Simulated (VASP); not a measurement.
The system is BaAl2B4.

```xyz
7
Lattice="1.9196 -6.4810 0.0000 1.9196 6.4810 0.0000 0.0000 0.0000 3.7982" Properties=species:S:1:pos:R:3 pbc="T T T"
Ba    0.0000    0.0000    0.0000
Al    1.9196   -1.1571    1.8991
Al    1.9196    1.1571    1.8991
B     1.9196   -4.0226    1.8991
B     1.9196    4.0226    1.8991
B     1.9196   -2.5420    0.0000
B     1.9196    2.5420    0.0000
```

The cell was generated, and may not be a known phase.

- Program: VASP 6.6.1
- Task: relaxation of cell and atoms
- Functional: PBE
- Potentials or basis: VASP PAW PBE potentials, release 64 (Ba_sv, Al, B_h)
- Cutoff: 1230 eV
- k mesh: 6 × 6 × 4
- Occupations: gaussian, width 0.1 eV
- Spin: no spin polarisation

At the start: pressure 3.3 GPa; volume 13.50 Å³/atom.

**Question.** How do energy, volume and symmetry change on relaxing?

**Answer.** Over 33 steps the energy falls by 1099.6 meV/atom and the volume is 15.11 Å³/atom (+11.9 %); space group Cmmm (No. 65, to 0.1 Å) before and after.

Step by step:
| step | energy change (eV) | largest force (eV/Å) | pressure (GPa) | volume (Å³) |
| --- | --- | --- | --- | --- |
| 1 | 0.0000 | 5.2231 | 3.34 | 94.51 |
| 2 | -2.3226 | 1.8899 | -1.33 | 98.35 |
| 3 | -3.1369 | 1.4024 | -1.35 | 101.71 |
| 4 | -3.1410 | 1.3855 | -1.06 | 102.06 |
| 5 | -3.6958 | 1.5778 | -0.62 | 101.16 |
| 6 | -3.7478 | 6.1564 | 11.37 | 96.58 |
| 7 | -4.2893 | 3.1010 | 3.36 | 99.13 |
| 8 | -4.5081 | 2.9219 | 2.82 | 99.32 |
| 9 | -5.1308 | 2.4020 | 1.71 | 99.67 |
| 10 | -6.1278 | 1.9314 | 6.44 | 99.39 |
| 11 | -6.3143 | 1.2060 | 2.88 | 101.56 |
| 12 | -6.3944 | 0.6757 | -1.40 | 104.71 |
| 13 | -6.3950 | 0.6331 | -1.10 | 104.47 |
| 14 | -6.4280 | 0.6696 | -0.74 | 104.22 |
| 15 | -6.4993 | 0.7570 | 0.38 | 103.45 |
| 16 | -6.5166 | 0.9024 | 2.93 | 101.86 |
| 17 | -6.5302 | 0.8473 | 1.94 | 102.46 |
| 18 | -6.5537 | 0.8363 | 1.90 | 102.52 |
| 19 | -6.6241 | 0.8267 | 1.80 | 102.72 |
| 20 | -6.7648 | 0.9628 | 1.59 | 103.10 |
| 21 | -7.0197 | 1.1919 | 1.38 | 103.86 |
| 22 | -7.3072 | 1.4847 | 1.33 | 105.29 |
| 23 | -7.5163 | 0.9634 | -0.13 | 106.58 |
| 24 | -7.6355 | 0.3340 | -1.75 | 108.21 |
| 25 | -7.6397 | 0.2833 | -2.02 | 108.53 |
| 26 | -7.6823 | 0.1632 | -0.39 | 106.79 |
| 27 | -7.6861 | 0.1413 | 0.29 | 106.12 |
| 28 | -7.6915 | 0.0923 | -0.03 | 106.26 |
| 29 | -7.6939 | 0.0879 | -0.40 | 106.42 |
| 30 | -7.6955 | 0.0802 | -0.04 | 105.99 |
| 31 | -7.6959 | 0.0745 | 0.22 | 105.67 |
| 32 | -7.6969 | 0.0401 | 0.10 | 105.70 |
| 33 | -7.6973 | 0.0243 | -0.05 | 105.74 |

Final structure:
```cif
data_structure
_symmetry_space_group_name_H-M 'P 1'
_symmetry_Int_Tables_number 1
_cell_length_a 7.7058
_cell_length_b 7.7058
_cell_length_c 3.1488
_cell_angle_alpha 90.000
_cell_angle_beta 90.000
_cell_angle_gamma 145.560
_cell_volume 105.74
loop_
_atom_site_label
_atom_site_type_symbol
_atom_site_fract_x
_atom_site_fract_y
_atom_site_fract_z
_atom_site_occupancy
Ba1 Ba 0.00000 0.00000 0.00000 1
Al1 Al 0.67232 0.32768 0.50000 1
Al2 Al 0.32768 0.67232 0.50000 1
B1 B 0.82652 0.17348 0.50000 1
B2 B 0.17348 0.82652 0.50000 1
B3 B 0.78900 0.21100 0.00000 1
B4 B 0.21100 0.78900 0.00000 1
```

Caveat: the k points lie up to 0.50 Å⁻¹ apart in the final cell, too coarse for converged energies and pressures of a metal; a cell axis changed by over 15 % at a fixed basis, so the end point is rough.
